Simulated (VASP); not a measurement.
Set up this calculation in VASP 6.6.1, as the native input.

```yaml
Task: relaxation of cell and atoms
Functional: PBE
Potentials_or_basis: VASP PAW PBE potentials, release 64 (Te, O)
Cutoff: 600 eV
k_mesh: 6 × 6 × 2
Occupations: gaussian, width 0.1 eV
Spin: no spin polarisation
Dipole_correction: no
Further_INCAR_settings: ALGO = Normal; EDIFF = 1e-06; IBRION = 2; EDIFFG = -0.04; NSW = 90; ISIF = 3
```

The structure of TeO5 lies in POSCAR:

```
TeO5
1.0
    2.7148231900      0.0000000000      0.0000000000
    0.0000000000      2.7148231900      0.0000000000
    0.0000000000      0.0000000000     11.4999036200
Te O
1 5
Direct
    0.5000000000      0.5000000000      0.0000000000
    0.5000000000      0.5000000000      0.3344822800
    0.5000000000      0.5000000000      0.6655177200
    0.0000000000      0.0000000000      0.1759868000
    0.0000000000      0.0000000000      0.8240132000
    0.0000000000      0.0000000000      0.5000000000
```

The cell was generated, and may not be a known phase.

One way to write it, as run:

INCAR

```
SYSTEM = TeO5
PREC = Accurate
ENCUT = 600
EDIFF = 1E-6
ISMEAR = 0
SIGMA = 0.1
LREAL = .False.
LASPH = .True.
NELM = 80
ALGO = Normal
ISIF = 3
LWAVE = .False.
LCHARG = .False.
GGA = PE
IBRION = 2
NSW = 90
EDIFFG = -0.04
```

KPOINTS

```
regular mesh
0
Gamma
  6 6 2
  0 0 0
```

Potentials or basis: VASP PAW PBE potentials, release 64 (Te, O).

The run is started by

```console
$ cat potpaw_PBE.64/Te/POTCAR potpaw_PBE.64/O/POTCAR > POTCAR
$ mpirun -np 1 vasp_std > vasp.out
```

It gave:

```json
{"Relaxed volume": "10.84 Å³/atom", "Relaxed cell": "a = 3.506 Å, b = 3.506 Å, c = 5.292 Å, α = 90.00°, β = 90.00°, γ = 90.00°", "Space group after relaxing (to 0.1 Å)": "P4/mmm (No. 123)", "Energy gained by relaxing": "1465.4 meV/atom", "Ionic steps": "30", "Pressure after relaxing": "0.0 GPa", "Largest force after relaxing": "0.035 eV/Å", "Band gap on the k mesh": "zero (bands 18 and 19 overlap by 0.68 eV)"}
```

Caveat: the k points lie up to 0.59 Å⁻¹ apart in the final cell, too coarse for converged energies and pressures of a metal; the volume moved by over 15 % at a fixed basis, so the end points are rough; spin-orbit coupling is left out, which moves the levels of the heavy elements.

It took 8.1 min on 1 thread of Intel(R) Xeon(R) 6975P-C (Granite Rapids), on a shared host, peak memory 0.25 GiB.
